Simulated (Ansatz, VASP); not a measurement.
Two plane-wave programs on ScAl3N4

```
Sc Al N
1.0
    -3.09952    0.00000    0.00000
     0.00000    5.41324   -0.00230
     1.54976   -2.70467   -5.20609
Sc Al N
1 3 4
Direct
  0.99720 0.32659 0.99440
  0.50010 0.83634 0.00019
  0.75192 0.41821 0.50384
  0.24290 0.91075 0.48580
  0.79903 0.12976 0.59805
  0.31228 0.65000 0.62455
  0.57210 0.22217 0.14420
  0.06048 0.74219 0.12097
```

Change from the starting cell: strained cell.

Alike in both runs: functional PBEsol; k mesh 8 × 6 × 8; occupations gaussian, width 0.02 eV; no spin polarisation.

Ansatz relaxed the structure, and its values are those at the end. VASP's run is a single point on that final structure, the one shown.

|  | VASP | Ansatz |
| --- | --- | --- |
| version | VASP 6.6.1 | Ansatz 0.2.0 |
| potentials or method | VASP PAW PBE potentials, release 64 (Sc_sv, Al, N), cutoff 600 eV | scalar-relativistic, plane waves, PAW |
| valence electrons in the cell | 40 | 40 |

|  | VASP | Ansatz | Ansatz less VASP |
| --- | --- | --- | --- |
| gap on the k mesh at the Fermi level (eV) | 3.97 | 3.95 | -0.020 |
| least direct gap on the mesh (eV) | 4.08 | 4.09 | +0.003 |
| pressure (GPa) | 8.1 | 7.9 | -0.19 |
| rms of the force components (eV/Å) | 0.021 | 0.000 | -0.0209 |

VASP's potentials were made for PBE, not for PBEsol, and Ansatz warns of the same on its side. The functional is the same, so the differences come from potentials, cutoffs and numerics. Ansatz's warnings: stress scf threshold loose.
